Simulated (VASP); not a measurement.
Runs of VASP 6.6.1 on SnTe. The structure is that of space group I4/mmm (No. 139), or close to it. The cells are those of the table. 

```csv
cell,gap on the mesh (eV),pressure (GPa)
"a = 4.519, b = 4.519, c = 4.345 Å, angles 61.3, 61.3, 57.5°, 2 atoms",0.12,2.9
"a = 4.407, b = 4.407, c = 4.567 Å, angles 58.8, 58.8, 62.4°, 2 atoms",(a),2.9
"a = 4.599, b = 4.599, c = 4.233 Å, angles 62.6, 62.6, 54.8°, 2 atoms",none,4.3
"a = 4.372, b = 4.372, c = 4.679 Å, angles 57.6, 57.6, 64.7°, 2 atoms",none,4.0
```

Alike in all rows: task single point; level PBE; potentials or basis VASP PAW PBE potentials, release 64 (Sn_d, Te); no spin polarisation; k mesh 5 × 5 × 5; cutoff (eV) 500; smearing gaussian 0.05 eV.

Task: Estimate the missing entries.

Result: (a) 0.37.

Caveats: spin-orbit coupling is left out, which moves the levels of the heavy elements; an odd mesh through Γ misses points on the zone boundary, where band edges can lie (at least some runs); the cell stands under pressure (at least some runs); semilocal functionals underestimate gaps, so a narrow gap can read as zero (at least some runs).

A k mesh can miss the band edges, and the runs leave out spin-orbit coupling on Sn, Te.

A gap of «none» marks levels without a gap at the run's occupations.
